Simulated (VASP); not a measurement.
Input of a VASP 6.6.1 run:

Contents of INCAR:

```
PREC = Accurate
ENCUT = 600
EDIFF = 1E-6
ISMEAR = -1
SIGMA = 0.01
LREAL = False
LASPH = True
NELM = 120
ALGO = Normal
ISIF = 2
LWAVE = False
LCHARG = False
GGA = PE
NBANDS = 46
GGA_COMPAT = False
```

Contents of KPOINTS:

```
Automatic mesh
0
Gamma
  1 1 2
```

The input POSCAR:

```
AlN
1.0
    6.2604124010      0.0000000606      0.0000000000
   -3.1302062500      5.4216761488      0.0000000000
    0.0000000000      0.0000000000      5.0180581700
Al N
8 8
Direct
    0.3335503490      0.1664676804      0.5000246546
    0.3335503490      0.6664676804      0.5000246546
    0.8335503490      0.1664676804      0.5000246546
    0.8335503490      0.6664676804      0.5000246546
    0.1664676804      0.3335503490      0.0000246546
    0.1664676804      0.8335503490      0.0000246546
    0.6664676804      0.3335503490      0.0000246546
    0.6664676804      0.8335503490      0.0000246546
    0.3319623629      0.1680196077      0.8799753454
    0.1680196077      0.3319623629      0.3799753454
    0.3319623629      0.6680196077      0.8799753454
    0.1680196077      0.8319623629      0.3799753454
    0.8319623629      0.1680196077      0.8799753454
    0.6680196077      0.3319623629      0.3799753454
    0.8319623629      0.6680196077      0.8799753454
    0.6680196077      0.8319623629      0.3799753454
```

Potentials or basis: VASP PAW PBE potentials, release 64 (Al, N).

The run is started by

```console
$ cat potpaw_PBE.64/Al/POTCAR potpaw_PBE.64/N/POTCAR > POTCAR
$ mpirun -np 1 vasp_std > vasp.out
```

Q: Predict the pressure.

A: 0.6 GPa.

Q: Estimate the largest force.

A: 0.479 eV/Å.

Forces on the atoms (eV/Å):
```
Al   0.112 -0.066 -0.428
Al   0.112 -0.066 -0.428
Al   0.112 -0.066 -0.428
Al   0.112 -0.066 -0.428
Al  -0.113  0.064 -0.428
Al  -0.113  0.064 -0.428
Al  -0.113  0.064 -0.428
Al  -0.113  0.064 -0.428
N    0.186 -0.106  0.428
N   -0.185  0.108  0.428
N    0.186 -0.106  0.428
N   -0.185  0.108  0.428
N    0.186 -0.106  0.428
N   -0.185  0.108  0.428
N    0.186 -0.106  0.428
N   -0.185  0.108  0.428
```

Caveat: the k points lie up to 1.16 Å⁻¹ apart.
